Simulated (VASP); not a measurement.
Al30Si (a cell with a defect): single point with r2SCAN

System: Al30Si (a cell with a defect).

```
Al Si
1.0
     8.10000    0.00000    0.00000
     0.00000    8.10000    0.00000
     0.00000    0.00000    8.10000
Al Si
30 1
Direct
  0.50266 0.99897 0.00508
  0.74601 0.24862 0.00445
  0.99683 0.99899 0.00268
  0.25087 0.24936 0.00072
  0.50058 0.49898 0.00066
  0.74602 0.74934 0.00450
  0.25224 0.99895 0.24841
  0.50301 0.24740 0.24683
  0.74762 0.49893 0.24796
  0.50209 0.99896 0.49602
  0.74948 0.24757 0.49770
  0.74482 0.99894 0.75589
  0.99865 0.49897 0.99924
  0.25087 0.74857 0.00076
  0.00183 0.25537 0.24724
  0.25614 0.49895 0.24604
  0.50305 0.75057 0.24684
  0.25174 0.25142 0.49945
  0.50174 0.49896 0.49942
  0.74951 0.75029 0.49771
  0.25171 0.99893 0.75145
  0.50060 0.25083 0.75085
  0.74644 0.49895 0.75240
  0.00185 0.74251 0.24730
  0.99709 0.49893 0.49863
  0.25175 0.74646 0.49945
  0.99807 0.24941 0.75275
  0.24879 0.49898 0.75107
  0.50060 0.74709 0.75088
  0.99807 0.74849 0.75277
  0.78375 0.99893 0.26715
```

```
Program             : VASP 6.6.1
Task                : single point
Functional          : r2SCAN
Potentials or basis : VASP PAW PBE potentials, release 64 (Al, Si)
Cutoff              : 520 eV
k mesh              : 2 × 2 × 2
Occupations         : fermi-dirac, width 0.1 eV
Spin                : no spin polarisation
```

The pressure is -4.4 GPa and the largest force is 0.568 eV/Å. The band gap on the k mesh is zero (bands 47 and 48 overlap by 0.87 eV).

Forces in eV/Å, atoms in the order of the input:
```
Al   0.066  0.002  0.035
Al   0.015 -0.023  0.011
Al   0.024  0.000  0.010
Al   0.028 -0.006  0.026
Al   0.032 -0.003  0.026
Al   0.014  0.025  0.011
Al   0.081 -0.002 -0.030
Al   0.038 -0.008  0.007
Al  -0.001  0.000 -0.007
Al   0.036  0.000  0.013
Al   0.000 -0.007 -0.008
Al   0.007  0.004  0.002
Al   0.002 -0.003  0.043
Al   0.027 -0.001  0.025
Al  -0.037 -0.093  0.015
Al  -0.012  0.002  0.002
Al   0.039  0.008  0.005
Al   0.024 -0.021 -0.016
Al   0.027 -0.002 -0.006
Al   0.001  0.007 -0.008
Al   0.041  0.000  0.026
Al   0.028 -0.015  0.023
Al   0.006  0.002  0.022
Al  -0.038  0.097  0.015
Al   0.003 -0.001 -0.008
Al   0.024  0.024 -0.015
Al  -0.008 -0.006  0.016
Al   0.012 -0.004  0.008
Al   0.025  0.015  0.019
Al  -0.007  0.005  0.014
Si  -0.496  0.005 -0.277
```

Stress tensor (GPa, compression positive):
```
-4.27  0.00  0.05
 0.00 -4.65  0.00
 0.05  0.00 -4.16
```

Levels at points of the mesh, in eV from the Fermi level:
| k point | band 45 | band 46 | band 47 | band 48 | band 49 | band 50 |
| --- | --- | --- | --- | --- | --- | --- |
| (0.00, 0.00, 0.00) | -0.20 | 0.34 | 0.45 | 0.54 | 0.55 | 0.60 |
| (0.50, 0.00, 0.00) | -0.18 | -0.09 | -0.07 | -0.06 | -0.04 | 0.20 |
| (0.00, 0.50, 0.00) | -0.19 | -0.11 | -0.09 | -0.07 | -0.04 | 0.09 |
| (0.00, 0.00, 0.50) | -0.18 | -0.10 | -0.09 | -0.07 | -0.04 | 0.21 |
| (0.50, 0.50, 0.00) | -0.15 | 0.03 | 0.05 | 0.65 | 1.07 | 1.08 |
| (0.00, 0.50, 0.50) | -0.21 | 0.03 | 0.06 | 0.63 | 1.08 | 1.09 |
| (0.50, 0.00, 0.50) | -0.23 | 0.05 | 0.07 | 0.67 | 1.19 | 1.22 |
| (0.50, 0.50, 0.50) | -0.47 | -0.45 | -0.44 | -0.42 | -0.38 | -0.28 |

Wall time 47 min on 1 thread of Oxide Virtual Turin-like Processor (shared host), peak memory 0.6 GiB.

Caveat: the k points lie up to 0.39 Å⁻¹ apart, too coarse for converged energies and pressures of a metal; the PAW data sets were made with another functional, which shifts forces and pressure a little.
